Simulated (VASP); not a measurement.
# CuO (Pm-3m) in VASP: a series of runs

Runs on CuO. Level: PBE. Tasks: single point, relaxation of cell and atoms.

Everything below comes from runs of VASP 6.6.1. Logs are shortened: lines on timing, memory, paths and dates and some standing lists are left out, and cuts for length are marked.

## 1. The cell of the first run

The structure is cubic, space group Pm-3m (No. 221). The conventional cell has a = 2.635 Å, b = 2.635 Å, c = 2.635 Å, α = 90.00°, β = 90.00°, γ = 90.00°. Cu (site symmetry m-3m) has 8 O at 2.28 Å and 6 Cu at 2.64 Å within 3.0 Å. O (site symmetry m-3m) has 8 Cu at 2.28 Å and 6 O at 2.64 Å within 3.0 Å.

## 2. Single point, PBE

Input file INCAR:

```
SYSTEM = CuO
PREC = Accurate
ENCUT = 520
EDIFF = 1E-6
ISMEAR = -1
SIGMA = 0.05
LREAL = .FALSE.
LASPH = .TRUE.
NELM = 80
ALGO = Normal
ISIF = 2
LWAVE = .FALSE.
LCHARG = .FALSE.
GGA = PE
NBANDS = 16
```

Input file KPOINTS:

```
Automatic mesh
0
G
  8 8 8
  0 0 0
```

Input file POSCAR:

```
CuO
1.0
    2.6353967687      0.0000000000      0.0000000000
    0.0000000000      2.6353967687      0.0000000000
    0.0000000000      0.0000000000      2.6353967687
Cu O
1 1
Direct
    0.0000000000      0.0000000000      0.0000000000
    0.5000000000      0.5000000000      0.5000000000
```

Potentials or basis: VASP PAW PBE potentials, release 64 (Cu, O).

The run is started by

```bash
cat potpaw_PBE.64/Cu/POTCAR potpaw_PBE.64/O/POTCAR > POTCAR
mpirun -np 1 vasp_std > vasp.out
```

OUTCAR:

```text
SYSTEM = CuO
   PREC = Accurate
   ENCUT = 520
   EDIFF = 1E-6
   ISMEAR = -1
   LREAL = .FALSE.
   LASPH = .TRUE.
   NELM = 80
   ISIF = 2
   GGA = PE

 ion  position               nearest neighbor table
   1  0.000  0.000  0.000-   2 2.28   2 2.28   2 2.28   2 2.28   2 2.28   2 2.28   2 2.28   2 2.28

   2  0.500  0.500  0.500-   1 2.28   1 2.28   1 2.28   1 2.28   1 2.28   1 2.28   1 2.28   1 2.28

  LATTYP: Found a simple cubic cell.
 ALAT       =     2.6353967687

  Lattice vectors:

 A1 = (   2.6353967687,   0.0000000000,   0.0000000000)
 A2 = (   0.0000000000,   2.6353967687,   0.0000000000)
 A3 = (   0.0000000000,   0.0000000000,   2.6353967687)

Analysis of symmetry for initial positions (statically):
=====================================================================
 Subroutine PRICEL returns:
 Original cell was already a primitive cell.

 Routine SETGRP: Setting up the symmetry group for a
 simple cubic supercell.

 Subroutine GETGRP returns: Found 48 space group operations
 (whereof 48 operations were pure point group operations)
 out of a pool of 48 trial point group operations.

The static configuration has the point symmetry O_h .

Analysis of symmetry for dynamics (positions and initial velocities):
=====================================================================
 Subroutine PRICEL returns:
 Original cell was already a primitive cell.

 Routine SETGRP: Setting up the symmetry group for a
 simple cubic supercell.

 Subroutine GETGRP returns: Found 48 space group operations
 (whereof 48 operations were pure point group operations)
 out of a pool of 48 trial point group operations.

The dynamic configuration has the point symmetry O_h .

 Subroutine INISYM returns: Found 48 space group operations
 (whereof 48 operations are pure point group operations),
 and found     1 'primitive' translations

----------------------------------------------------------------------------------------

                                     Primitive cell

  volume of cell :      18.3037

  direct lattice vectors                    reciprocal lattice vectors
     2.635396769  0.000000000  0.000000000     0.379449505  0.000000000  0.000000000
     0.000000000  2.635396769  0.000000000     0.000000000  0.379449505  0.000000000
     0.000000000  0.000000000  2.635396769     0.000000000  0.000000000  0.379449505

  length of vectors
     2.635396769  2.635396769  2.635396769     0.379449505  0.379449505  0.379449505

  position of ions in fractional coordinates (direct lattice)
     0.000000000  0.000000000  0.000000000
     0.500000000  0.500000000  0.500000000

[... 77 lines left out ...]
   LREAL  =      F    real-space projection
   EDIFFG = 0.1E-04   stopping-criterion for IOM
   NSW    =      0    number of steps for IOM
   IBRION =     -1    ionic relax: 0-MD 1-quasi-New 2-CG
   NFREE  =      0    steps in history (QN), initial steepest desc. (CG)
   ISIF   =      2    stress and relaxation
   ISYM   =      2    0-nonsym 1-usesym 2-fastsym
   POTIM  = 0.5000    time-step for ionic-motion
   TEBEG  =    0.0;   TEEND  =   0.0 temperature during run
   PSTRESS=    0.0 pullay stress
   NELECT =      17.0000    total number of electrons
   NUPDOWN=      -1.0000    fix difference up-down
   EMIN   =  10.00;   EMAX   =-10.00  energy-range for DOS
   EFERMI =   0.00;   METHOD = LEGACY
   ISMEAR =    -1;   SIGMA  =   0.05  broadening in eV -4-tet -1-fermi 0-gaus
   EFERMI_NEDOS =   21; number of points for ismear=-14 and -15
   IALGO  =     38    algorithm
   IMIX   =      4    mixing-type and parameters
     AMIX     =   0.40;   BMIX     =  1.00
     AMIX_MAG =   1.60;   BMIX_MAG =  1.00
  volume/ion in A,a.u.               =       9.15        61.76
  Fermi-wavevector in a.u.,A,eV,Ry     =   1.597270  3.018404 34.712176  2.551273
  Thomas-Fermi vector in A             =   2.694903
   LORBIT       =      0    0 simple, 1 ext, 2 COOP (PROOUT), +10 PAW based schemes
   GGA     = PE    functional components
   LHFCALC =     F    Hartree Fock is set to
   AEXX    =    0.0000 exact exchange contribution
   IVDW    =     0    specifies the selected vdW correction
   LEPSILON=     F    determine dielectric tensor
   LRPA    =     F    only Hartree local field effects (RPA)
 non-spin polarized calculation
  energy-cutoff  :      520.00
  volume of cell :       18.30
 maximum number of plane-waves:       502
 NGX is ok and might be reduce to    20
   NGX =  9   NGY =  9   NGZ =  9

 number of electron      17.0000032 magnetization

 Free energy of the ion-electron system (eV)
  ---------------------------------------------------
  ext. energy  EPLUGINS =         0.00000000
  ---------------------------------------------------
  free energy    TOTEN  =        -8.62320348 eV

  energy without entropy =       -8.59867462  energy(sigma->0) =       -8.61093905

 E-fermi :   6.3249     XC(G=0): -12.7732

 val. band max:        6.2925115957   @ k =   0.3750   0.3750   0.3750
 cond. band min:       6.3303504666   @ k =   0.5000   0.5000   0.2500
 fundamental gap:      0.0378388709
 Fermi energy:         6.3249110360

 k-point     1 :       0.0000    0.0000    0.0000
  band No.  band energies     occupation
      1     -12.9170      2.00000
      2       3.1065      2.00000
      3       3.1065      2.00000
      4       4.5221      2.00000
      5       4.5221      2.00000
      6       4.5221      2.00000
[... 433 lines left out ...]
      3       1.3191      2.00000
      4       3.5029      2.00000
      5       3.7320      2.00000
      6       4.3937      2.00000
[... 8 lines left out ...]
     15      29.6506      0.00000
     16      31.7800      0.00000

 [... further k-points ...]

------------------------ aborting loop because EDIFF is reached ----------------------------------------

  FORCE on cell =-STRESS in cart. coord.  units (eV):
  Direction    XX          YY          ZZ          XY          YZ          ZX
  --------------------------------------------------------------------------------------
  -------------------------------------------------------------------------------------
  Total        0.0093768      0.0093768      0.0093768     -0.0000000     -0.0000000     -0.0000000
  in kB        0.8207840      0.8207840      0.8207840     -0.0000000     -0.0000000     -0.0000000
  external PRESSURE =       0.8207840 kB  Pullay stress =       0.0000000 kB

 VOLUME and BASIS-vectors are now :
 -----------------------------------------------------------------------------
  energy-cutoff  :      520.00
  volume of cell :       18.30
      direct lattice vectors                 reciprocal lattice vectors
     2.635396769  0.000000000  0.000000000     0.379449505  0.000000000  0.000000000
     0.000000000  2.635396769  0.000000000     0.000000000  0.379449505  0.000000000
     0.000000000  0.000000000  2.635396769     0.000000000  0.000000000  0.379449505

 POSITION                                       TOTAL-FORCE (eV/Angst)
 -----------------------------------------------------------------------------------
      0.00000      0.00000      0.00000         0.000000      0.000000      0.000000
      1.31770      1.31770      1.31770         0.000000      0.000000      0.000000
 -----------------------------------------------------------------------------------
    total drift:                               -0.000000      0.000000      0.000000

  FREE ENERGIE OF THE ION-ELECTRON SYSTEM (eV)
  ---------------------------------------------------
  free  energy   TOTEN  =        -8.6232034754 eV

  energy  without entropy=       -8.5986746187  energy(sigma->0) =       -8.61093905
```

OSZICAR:

```text
N       E                     dE             d eps       ncg     rms          rms(c)
DAV:   1     0.808781874162E+02    0.80878E+02   -0.84520E+03  1256   0.166E+03
DAV:   2    -0.756782982327E+01   -0.88446E+02   -0.78392E+02  1240   0.277E+02
DAV:   3    -0.116897203110E+02   -0.41219E+01   -0.39117E+01  1312   0.593E+01
DAV:   4    -0.117310336387E+02   -0.41313E-01   -0.41301E-01  1280   0.569E+00
DAV:   5    -0.117315928170E+02   -0.55918E-03   -0.55917E-03  1440   0.685E-01    0.122E+01
DAV:   6    -0.119245925121E+02   -0.19300E+00   -0.20058E+01  1464   0.119E+02    0.126E+01
DAV:   7    -0.863365445010E+01    0.32909E+01   -0.44179E+00  1400   0.884E+01    0.144E+00
DAV:   8    -0.863681441356E+01   -0.31600E-02   -0.29650E-01  1136   0.479E+00    0.801E-01
DAV:   9    -0.862328822681E+01    0.13526E-01   -0.10228E-02  1688   0.219E+00    0.150E-01
DAV:  10    -0.862317103136E+01    0.11720E-03   -0.85926E-04  1688   0.470E-01    0.601E-02
DAV:  11    -0.862320137451E+01   -0.30343E-04   -0.16641E-04  1664   0.168E-01    0.203E-02
DAV:  12    -0.862320777550E+01   -0.64010E-05   -0.27841E-05  1600   0.182E-01    0.171E-02
DAV:  13    -0.862320376963E+01    0.40059E-05   -0.81818E-06  1408   0.137E-01    0.436E-03
DAV:  14    -0.862320347542E+01    0.29421E-06   -0.35429E-07   704   0.226E-02
   1 F= -.86232035E+01 E0= -.86109390E+01  d E =-.245289E-01
```

stdout:

```text
POSCAR found type information on POSCAR CuO
 POSCAR found :  2 types and       2 ions
 scaLAPACK will be used
 LDA part: xc-table for (Slater+PW92), standard interpolation
 POSCAR, INCAR and KPOINTS ok, starting setup
 FFT: planning ... GRIDC
 FFT: planning ... GRID_SOFT
 FFT: planning ... GRID
 WAVECAR not read
 entering main loop
```

Wall time 9 s (1 thread of AMD EPYC 7R43 (Zen 3), shared host); peak memory 0.09 GiB.

What came out:

| Property | Result |
| --- | --- |
| Free energy | -8.6232 eV |
| Pressure | 0.1 GPa |

Caveat: an odd number of electrons without spin polarisation forces a metal; a magnetic or distorted state may lie lower; semilocal functionals often make such compounds metallic where correlation or magnetic order opens a gap, which also shifts bond lengths.

## 3. Relaxation of cell and atoms, PBE

This run uses another cell than the first one, of 8.32 Å³/atom, 0.909 times its volume.

Input file INCAR:

```
SYSTEM = CuO
PREC = Accurate
ENCUT = 600
EDIFF = 1E-7
ISMEAR = -1
SIGMA = 0.05
LREAL = .FALSE.
LASPH = .TRUE.
NELM = 80
ALGO = Normal
ISIF = 3
LWAVE = .FALSE.
LCHARG = .FALSE.
GGA = PE
IBRION = 2
NSW = 80
EDIFFG = -0.005
```

Input file KPOINTS:

```
regular mesh
0
G
  8 8 8
  0 0 0
```

Input file POSCAR:

```
CuO
1.0
    2.5525506100      0.0000000000      0.0000000000
    0.0000000000      2.5525506100      0.0000000000
    0.0000000000      0.0000000000      2.5525506100
Cu O
1 1
Direct
    0.0000000000      0.0000000000      0.0000000000
    0.5000000000      0.5000000000      0.5000000000
```

Potentials or basis: VASP PAW PBE potentials, release 64 (Cu, O).

The run is started by

```bash
cat potpaw_PBE.64/Cu/POTCAR potpaw_PBE.64/O/POTCAR > POTCAR
mpirun -np 1 vasp_std > vasp.out
```

It took 19 s on 1 thread of AMD EPYC 7R43 (Zen 3), shared host; peak memory 0.09 GiB.

The run converged. Its results:

```yaml
Free_energy: -8.6217 eV
Relaxed_volume: 9.16 Å³/atom
Relaxed_cell: a = 2.636 Å, b = 2.636 Å, c = 2.636 Å, α = 90.00°, β = 90.00°, γ = 90.00°
Space_group_after_relaxing_to_0.05_Å: Pm-3m (No. 221)
Energy_gained_by_relaxing: 50.0 meV/atom
Ionic_steps: 3
Pressure_after_relaxing: 0.0 GPa
```

The path:
```csv
step,energy change (eV),largest force (eV/Å),pressure (GPa),volume (Å³)
1,0.0000,0.0000,20.80,16.63
2,-0.0710,0.0000,-8.36,19.37
3,-0.1000,0.0000,0.00,18.32
```

Final structure:
```xyz
2
Lattice="2.6361 0.0000 0.0000 0.0000 2.6361 0.0000 0.0000 0.0000 2.6361" Properties=species:S:1:pos:R:3 pbc="T T T"
Cu    0.0000    0.0000    0.0000
O     1.3180    1.3180    1.3180
```

Levels at points of the mesh, in eV from the Fermi level:
```
           k point  band 6  band 7  band 8  band 9  band 10  band 11  band 12
(0.00, 0.00, 0.00)   -1.80   -1.58   -1.58   -1.58     0.73    15.70    15.70
(0.50, 0.00, 0.00)   -1.52   -1.12    0.40    0.40     6.43     7.85    17.58
(0.50, 0.50, 0.00)   -2.01   -2.01   -1.15   -0.87     5.20    11.32    11.32
(0.50, 0.50, 0.50)   -1.13    0.29    0.29    0.29     7.03     7.03     7.03
```

Caveat: an odd number of electrons without spin polarisation forces a metal; a magnetic or distorted state may lie lower; semilocal functionals often make such compounds metallic where correlation or magnetic order opens a gap, which also shifts bond lengths. With open d or f shells a metallic result of PBE can be an artefact of self-interaction; +U or a hybrid may open a gap.
